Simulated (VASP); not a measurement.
BP24 (a cell with a defect): single point with PBE+D3(BJ)

The system is BP24 (a cell with a defect).

```
P B
1.0
     4.98379   -5.09576   -4.16686
    -4.98379    5.09576   -4.16686
     4.98379    5.09576    4.16686
P B
24 1
Direct
  0.19804 0.44319 0.55038
  0.69928 0.92202 0.57892
  0.87252 0.43832 0.21844
  0.49260 0.39877 0.87512
  0.08865 0.90575 0.87926
  0.38055 0.94868 0.24060
  0.42407 0.13252 0.07284
  0.82802 0.54061 0.98377
  0.04415 0.09592 0.73247
  0.71863 0.10234 0.41182
  0.21739 0.62964 0.38940
  0.53612 0.61005 0.73480
  0.62471 0.06351 0.78778
  0.13013 0.57096 0.77409
  0.33967 0.12060 0.46277
  0.92408 0.05278 0.10334
  0.46326 0.57129 0.10729
  0.80053 0.57453 0.43775
  0.45341 0.39403 0.27470
  0.99258 0.92925 0.29536
  0.11613 0.38722 0.94067
  0.78654 0.39397 0.60750
  0.29195 0.91307 0.60546
  0.57700 0.87310 0.94760
  0.95833 0.82831 0.03664
```

- Program: VASP 6.6.1
- Task: single point
- Functional: PBE
- Dispersion: D3(BJ)
- Potentials or basis: VASP PAW PBE potentials, release 64 (P, B)
- Cutoff: 520 eV
- k mesh: 4 × 4 × 4, shifted
- Occupations: gaussian, width 0.1 eV
- Spin: no spin polarisation

- Pressure: -0.3 GPa
- Largest force: 0.069 eV/Å
- Band gap on the k mesh: zero (an odd number of electrons rules out a gap without spin polarisation)
- Dispersion energy per atom: -0.397 eV

Forces in eV/Å, atoms in the order of the input:
```
P    0.007  0.037 -0.033
P   -0.001  0.038 -0.042
P    0.006  0.036 -0.033
P    0.005  0.038 -0.053
P    0.006  0.034 -0.035
P    0.004  0.037 -0.045
P   -0.005  0.038  0.053
P   -0.006  0.034  0.035
P   -0.006  0.036  0.033
P   -0.007  0.037  0.033
P    0.001  0.038  0.042
P   -0.004  0.037  0.045
P   -0.008 -0.039  0.040
P   -0.004 -0.045  0.041
P   -0.008 -0.046  0.051
P    0.030 -0.018  0.055
P    0.000 -0.043  0.044
P   -0.006 -0.037  0.044
P    0.000 -0.043 -0.044
P   -0.030 -0.018 -0.055
P    0.006 -0.037 -0.044
P    0.004 -0.045 -0.041
P    0.008 -0.039 -0.040
P    0.008 -0.046 -0.051
B    0.000  0.020  0.000
```

Stress tensor (GPa, compression positive):
```
-1.06  0.00 -3.03
 0.00  0.01  0.00
-3.03  0.00  0.13
```

Levels at points of the mesh, in eV from the Fermi level:
```tsv
k point	band 57	band 58	band 59	band 60	band 61	band 62	band 63	band 64	band 65	band 66
(0.12, 0.12, 0.12)	-1.48	-1.34	-0.98	-0.59	-0.37	-0.14	0.79	1.15	1.35	1.40
```

It took 13 min on 1 thread of AMD EPYC 9R45 96-Core Processor (Zen 5), on a shared host, peak memory 0.77 GiB.
